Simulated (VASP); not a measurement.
# Sn2Te: single point with PBE

The system is Sn2Te.

```
Sn Te
1.0
     4.52128    0.00000    0.00000
    -2.26064    3.91555    0.00000
     0.00000    0.00000   16.10961
Sn Te
6 3
Direct
  0.33333 0.66667 0.45554
  0.66667 0.33333 0.54446
  0.00000 0.00000 0.34344
  0.00000 0.00000 0.65656
  0.66667 0.33333 0.88533
  0.33333 0.66667 0.11467
  0.33333 0.66667 0.77063
  0.66667 0.33333 0.22937
  0.00000 0.00000 0.00000
```

```json
{
  "Program": "VASP 6.6.1",
  "Task": "single point",
  "Functional": "PBE",
  "Potentials or basis": "VASP PAW PBE potentials, release 64 (Sn_d, Te)",
  "Cutoff": "520 eV",
  "k mesh": "12 × 12 × 2",
  "Occupations": "gaussian, width 0.1 eV",
  "Spin": "no spin polarisation",
  "Dipole correction": "no",
  "Further INCAR settings": "ALGO = Fast; EDIFF = 1e-06; NBANDS = 61"
}
```

```
Pressure               : 0.0 GPa
Largest force          : 0.008 eV/Å
Band gap on the k mesh : zero (bands 51 and 52 overlap by 0.28 eV)
```

Forces in eV/Å, atoms in the order of the input:
```
Sn   0.000  0.000 -0.008
Sn   0.000  0.000  0.008
Sn   0.000  0.000 -0.007
Sn   0.000  0.000  0.007
Sn   0.000  0.000 -0.002
Sn   0.000  0.000  0.002
Te   0.000  0.000  0.003
Te   0.000  0.000 -0.003
Te   0.000  0.000  0.000
```

Levels at points of the mesh, in eV from the Fermi level:
```
           k point  band 48  band 49  band 50  band 51  band 52  band 53  band 54  band 55
(0.00, 0.00, 0.00)    -0.34    -0.34    -0.19     0.16     0.36     0.36     0.62     0.62
(0.50, 0.00, 0.00)    -2.20    -1.76    -1.55    -0.48    -0.07     0.00     1.30     1.35
(0.00, 0.00, 0.50)    -0.45    -0.33    -0.33     0.19     0.19     0.33     0.81     1.15
(0.50, 0.00, 0.50)    -1.81    -1.81    -1.07    -1.03    -0.09     0.49     0.93     0.97
```

It took 13 min on 1 thread of Intel(R) Xeon(R) Platinum 8559C (Emerald Rapids), on a shared host, peak memory 0.7 GiB.

Caveat: semilocal functionals underestimate gaps, so a narrow gap can read as zero; spin-orbit coupling is left out, which moves the levels of the heavy elements.
